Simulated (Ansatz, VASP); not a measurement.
**One calculation of ZnS, two programs**

```
CELL_PARAMETERS angstrom
5.35652 0.00000 0.00000
0.00000 -5.35652 0.00000
0.00000 0.00000 -5.35652
ATOMIC_POSITIONS crystal
Zn 0.98020 0.98020 0.00000
Zn 0.50000 0.50000 0.00000
Zn 0.50000 0.00000 0.50000
Zn 0.00000 0.50000 0.50000
S 0.75000 0.75000 0.75000
S 0.25000 0.25000 0.75000
S 0.25000 0.75000 0.25000
S 0.75000 0.25000 0.25000
```

Alike in both runs: task single point; functional PBEsol; k mesh 6 × 6 × 6; occupations gaussian, width 0.05 eV; no spin polarisation.

```csv
,VASP,Ansatz
version,VASP 6.6.1,Ansatz 0.2.0
potentials or method,"VASP PAW PBE potentials, release 64 (Zn, S), cutoff 520 eV","scalar-relativistic, plane waves, PAW"
valence electrons in the cell,72,72
```

VASP gave:

* gap on the k mesh at the Fermi level (eV): 2.05
* least direct gap on the mesh (eV): 2.05
* pressure (GPa): 0.4
* traceless stress, the component that is largest in VASP (GPa): 0.71
* rms of the force components (eV/Å): 0.297

Q: Estimate Ansatz's values.

A: gap on the k mesh at the Fermi level (eV): 2.05; least direct gap on the mesh (eV): 2.05; pressure (GPa): 0.2; traceless stress, the component that is largest in VASP (GPa): 0.71; rms of the force components (eV/Å): 0.296.

VASP's potentials were made for PBE, not for PBEsol. Atom by atom the forces differ by 0.002 eV/Å (rms over components).
